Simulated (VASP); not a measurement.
# Ga (Cmce) in VASP: single point with r2SCAN

Aim: the single point of Ga with r2SCAN.

Program: VASP 6.6.1. These are calculated values, not measurements. Logs are shortened: lines on timing, memory, paths and dates and some standing lists are left out, and cuts for length are marked.

**1. The cell of the first run**

Symmetry: Cmce, No. 64, orthorhombic system. Conventional cell: a = 4.523 Å, b = 7.661 Å, c = 4.524 Å, α = 90.00°, β = 90.00°, γ = 90.00°. Within 3.3 Å of Ga (site symmetry m) lie 7 Ga at 2.48 to 2.79 Å.

**2. Single point, r2SCAN**

File POSCAR:

```
Ga
1.0
    2.2615000000     -3.8305000000      0.0000000000
    2.2615000000      3.8305000000      0.0000000000
    0.0000000000      0.0000000000      4.5240000000
Ga
4
Direct
    0.8451000000      0.1549000000      0.0810000000
    0.6549000000      0.3451000000      0.5810000000
    0.1549000000      0.8451000000      0.9190000000
    0.3451000000      0.6549000000      0.4190000000
```

File INCAR.step1:

```
SYSTEM = Ga
PREC     = Accurate       ! precision mode
ENCUT    = 520            ! plane-wave cutoff, eV
ISMEAR   = 0              ! smearing method
SIGMA    = 0.1            ! smearing width, eV
LREAL    = .False.        ! projectors in reciprocal space
LASPH    = .True.         ! aspherical terms in the spheres
NELM     = 60             ! most SCF steps
NBANDS   = 34             ! bands
GGA      = PE             ! functional
ALGO     = Normal         ! electronic algorithm
EDIFF    = 1E-4           ! SCF threshold, eV
LWAVE    = .True.         ! write WAVECAR
LCHARG   = .False.        ! write CHGCAR
```

File INCAR.step2:

```
SYSTEM = Ga
PREC     = Accurate       ! precision mode
ENCUT    = 520            ! plane-wave cutoff, eV
EDIFF    = 1E-7           ! SCF threshold, eV
ISMEAR   = 0              ! smearing method
SIGMA    = 0.1            ! smearing width, eV
LREAL    = .False.        ! projectors in reciprocal space
LASPH    = .True.         ! aspherical terms in the spheres
NELM     = 60             ! most SCF steps
ALGO     = Normal         ! electronic algorithm
ISIF     = 2              ! what is computed and relaxed
LWAVE    = .False.        ! write WAVECAR
LCHARG   = .False.        ! write CHGCAR
METAGGA  = R2SCAN         ! meta-GGA
LMIXTAU  = .True.       
NBANDS   = 34             ! bands
ISTART   = 1
```

File KPOINTS:

```
regular mesh
0
Gamma
  6 6 4
  0 0 0
```

Potentials or basis: VASP PAW PBE potentials, release 64 (Ga_d).

Started as:

```console
$ cat potpaw_PBE.64/Ga_d/POTCAR > POTCAR
$ cp INCAR.step1 INCAR
$ mpirun -np 1 vasp_std > vasp.out
$ cp INCAR.step2 INCAR
$ mpirun -np 1 vasp_std > vasp.out
```

OUTCAR:

```text
SYSTEM = Ga
   PREC = Accurate
   ENCUT = 520
   EDIFF = 1E-7
   ISMEAR = 0
   LREAL = .False.
   LASPH = .True.
   NELM = 60
   ISIF = 2
   METAGGA = R2SCAN
   ISTART = 1

 ion  position               nearest neighbor table
   1  0.845  0.155  0.081-   3 2.48   2 2.69   2 2.69   4 2.73   4 2.73   3 2.79   3 2.79
   2  0.655  0.345  0.581-   4 2.48   1 2.69   1 2.69   3 2.73   3 2.73   4 2.79   4 2.79
   3  0.155  0.845  0.919-   1 2.48   4 2.69   4 2.69   2 2.73   2 2.73   1 2.79   1 2.79
   4  0.345  0.655  0.419-   2 2.48   3 2.69   3 2.69   1 2.73   1 2.73   2 2.79   2 2.79

  LATTYP: Found a base centered orthorhombic cell.
 ALAT       =     4.5230000000
 B/A-ratio  =     1.6937873093
 C/A-ratio  =     1.0002210922

  Lattice vectors:

 A1 = (   2.2615000000,  -3.8305000000,   0.0000000000)
 A2 = (   2.2615000000,   3.8305000000,   0.0000000000)
 A3 = (   0.0000000000,   0.0000000000,   4.5240000000)

Analysis of symmetry for initial positions (statically):
=====================================================================
 Subroutine PRICEL returns:
 Original cell was already a primitive cell.

 Routine SETGRP: Setting up the symmetry group for a
 base centered orthorhombic supercell.

 Subroutine GETGRP returns: Found  8 space group operations
 (whereof  4 operations were pure point group operations)
 out of a pool of  8 trial point group operations.

The static configuration has the point symmetry C_2h.
 The point group associated with its full space group is D_2h.

Analysis of symmetry for dynamics (positions and initial velocities):
=====================================================================
 Subroutine PRICEL returns:
 Original cell was already a primitive cell.

 Routine SETGRP: Setting up the symmetry group for a
 base centered orthorhombic supercell.

 Subroutine GETGRP returns: Found  8 space group operations
 (whereof  4 operations were pure point group operations)
 out of a pool of  8 trial point group operations.

The dynamic configuration has the point symmetry C_2h.
 The point group associated with its full space group is D_2h.

 Subroutine INISYM returns: Found  8 space group operations
 (whereof  4 operations are pure point group operations),
 and found     1 'primitive' translations

[... 91 lines left out ...]
   ICHARG =      0    charge: 1-file 2-atom 10-const
   ISPIN  =      1    spin polarized calculation?
   LNONCOLLINEAR =      F non collinear calculations
   LSORBIT =      F    spin-orbit coupling
   LASPH  =      T    aspherical Exc in radial PAW
   ENCUT  =  520.0 eV  38.22 Ry    6.18 a.u.   8.27  8.27  8.41*2*pi/ulx,y,z
   NELM   =     60;   NELMIN=  2; NELMDL=  0     # of ELM steps
   EDIFF  = 0.1E-06   stopping-criterion for ELM
   LREAL  =      F    real-space projection
   EDIFFG = 0.1E-05   stopping-criterion for IOM
   NSW    =      0    number of steps for IOM
   IBRION =     -1    ionic relax: 0-MD 1-quasi-New 2-CG
   NFREE  =      0    steps in history (QN), initial steepest desc. (CG)
   ISIF   =      2    stress and relaxation
   ISYM   =      2    0-nonsym 1-usesym 2-fastsym
   POTIM  = 0.5000    time-step for ionic-motion
   TEBEG  =    0.0;   TEEND  =   0.0 temperature during run
   PSTRESS=    0.0 pullay stress
   NELECT =      52.0000    total number of electrons
   NUPDOWN=      -1.0000    fix difference up-down
   EMIN   =  10.00;   EMAX   =-10.00  energy-range for DOS
   EFERMI =   0.00;   METHOD = LEGACY
   ISMEAR =     0;   SIGMA  =   0.10  broadening in eV -4-tet -1-fermi 0-gaus
   EFERMI_NEDOS =   21; number of points for ismear=-14 and -15
   IALGO  =     38    algorithm
   IMIX   =      4    mixing-type and parameters
     AMIX     =   0.40;   BMIX     =  1.00
     AMIX_MAG =   1.60;   BMIX_MAG =  1.00
  volume/ion in A,a.u.               =      19.59       132.23
  Fermi-wavevector in a.u.,A,eV,Ry     =   1.427823  2.698194 27.737908  2.038679
  Thomas-Fermi vector in A             =   2.547951
   LORBIT       =      0    0 simple, 1 ext, 2 COOP (PROOUT), +10 PAW based schemes
   METAGGA = R2SCAN    functional components
   LHFCALC =     F    Hartree Fock is set to
   AEXX    =    0.0000 exact exchange contribution
   IVDW    =     0    specifies the selected vdW correction
   LEPSILON=     F    determine dielectric tensor
   LRPA    =     F    only Hartree local field effects (RPA)
 non-spin polarized calculation
 Gauss-broadening in eV      SIGMA  =   0.10
  energy-cutoff  :      520.00
  volume of cell :       78.38
 maximum number of plane-waves:      2131
 NGX is ok and might be reduce to    36
   NGX = 17   NGY = 17   NGZ = 17

 number of electron      52.0000010 magnetization

 Free energy of the ion-electron system (eV)
  ---------------------------------------------------
  ext. energy  EPLUGINS =         0.00000000
  ---------------------------------------------------
  free energy    TOTEN  =       -45.81556202 eV

  energy without entropy =      -45.81087565  energy(sigma->0) =      -45.81321884

 E-fermi :   4.8406     XC(G=0): -11.6541

 val. band max:        4.7878591764   @ k =   0.0000   0.0000   0.5000
 cond. band min:       4.8447873415   @ k =   0.3333   0.3333   0.0000
 fundamental gap:      0.0569281652
 Fermi energy:         4.8406096655

 k-point     1 :       0.0000    0.0000    0.0000
  band No.  band energies     occupation
      1     -10.7574      2.00000
      2     -10.7560      2.00000
      3     -10.7268      2.00000
      4     -10.7043      2.00000
      5     -10.6742      2.00000
      6     -10.6538      2.00000
[... 877 lines left out ...]
     33      13.0652      0.00000
     34      14.0901      0.00000

 [... further k-points ...]
[... 5 lines left out ...]
  --------------------------------------------------------------------------------------
  -------------------------------------------------------------------------------------
  Total       -1.0333398     -0.5394189     -0.3261843      0.0000000      0.0000000      0.0000000
  in kB      -21.1226826    -11.0263585     -6.6675912      0.0000000      0.0000000      0.0000000
  external PRESSURE =     -12.9388774 kB  Pullay stress =       0.0000000 kB

 VOLUME and BASIS-vectors are now :
 -----------------------------------------------------------------------------
  energy-cutoff  :      520.00
  volume of cell :       78.38
      direct lattice vectors                 reciprocal lattice vectors
     2.261500000 -3.830500000  0.000000000     0.221092195 -0.130531262  0.000000000
     2.261500000  3.830500000  0.000000000     0.221092195  0.130531262  0.000000000
     0.000000000  0.000000000  4.524000000     0.000000000  0.000000000  0.221043324

 POSITION                                       TOTAL-FORCE (eV/Angst)
 -----------------------------------------------------------------------------------
      2.26150     -2.64381      0.36644         0.000000      0.145877      0.059947
      2.26150     -1.18669      2.62844         0.000000     -0.145877      0.059947
      2.26150      2.64381      4.15756         0.000000     -0.145877     -0.059947
      2.26150      1.18669      1.89556         0.000000      0.145877     -0.059947
 -----------------------------------------------------------------------------------
    total drift:                               -0.000000     -0.000000      0.000000

  FREE ENERGIE OF THE ION-ELECTRON SYSTEM (eV)
  ---------------------------------------------------
  free  energy   TOTEN  =       -45.8155620171 eV

  energy  without entropy=      -45.8108756547  energy(sigma->0) =      -45.81321884
```

OUTCAR.step1:

```text
SYSTEM = Ga
   PREC = Accurate
   ENCUT = 520
   ISMEAR = 0
   LREAL = .False.
   LASPH = .True.
   NELM = 60
[... 1120 lines left out ...]
      2.26150     -1.18669      2.62844         0.000000     -0.127008      0.044290
      2.26150      2.64381      4.15756         0.000000     -0.127008     -0.044290
      2.26150      1.18669      1.89556         0.000000      0.127008     -0.044290
 -----------------------------------------------------------------------------------
    total drift:                               -0.000000     -0.000000      0.000000

  FREE ENERGIE OF THE ION-ELECTRON SYSTEM (eV)
  ---------------------------------------------------
  free  energy   TOTEN  =       -11.6645113974 eV

  energy  without entropy=      -11.6601323817  energy(sigma->0) =      -11.66232189
```

OSZICAR.step1:

```text
N       E                     dE             d eps       ncg     rms          rms(c)
DAV:   1     0.355924014798E+03    0.35592E+03   -0.25641E+04  2756   0.288E+03
DAV:   2     0.319937927876E+02   -0.32393E+03   -0.31555E+03  2756   0.532E+02
DAV:   3    -0.103516123004E+02   -0.42345E+02   -0.41910E+02  2992   0.150E+02
DAV:   4    -0.117278934466E+02   -0.13763E+01   -0.13635E+01  3136   0.298E+01
DAV:   5    -0.117568775922E+02   -0.28984E-01   -0.28976E-01  3364   0.449E+00    0.249E+00
DAV:   6    -0.116802424482E+02    0.76635E-01   -0.19414E-01  3382   0.597E+00    0.137E+00
DAV:   7    -0.116653649043E+02    0.14878E-01   -0.56013E-02  3842   0.258E+00    0.308E-01
DAV:   8    -0.116643348250E+02    0.10301E-02   -0.13480E-02  2868   0.126E+00    0.457E-02
DAV:   9    -0.116645052359E+02   -0.17041E-03   -0.10705E-03  2944   0.333E-01    0.254E-02
DAV:  10    -0.116645113974E+02   -0.61615E-05   -0.18280E-04  1988   0.154E-01
   1 F= -.11664511E+02 E0= -.11662322E+02  d E =-.437902E-02
```

Wall time 3.9 min (1 thread of Intel Xeon Platinum 8488C (Sapphire Rapids), shared host); peak memory 0.25 GiB.

What came out:

* Free energy: -45.8156 eV
* Pressure: -1.3 GPa
* Largest force: 0.158 eV/Å
* Band gap on the k mesh: zero (band 26 reaches 5.15 eV, above the bottom of band 27 at 4.02 eV)

Forces on the atoms (eV/Å):
```
Ga   0.000  0.146  0.060
Ga   0.000 -0.146  0.060
Ga   0.000 -0.146 -0.060
Ga   0.000  0.146 -0.060
```

Caveat: the PAW data sets were made with another functional, which shifts forces and pressure a little.
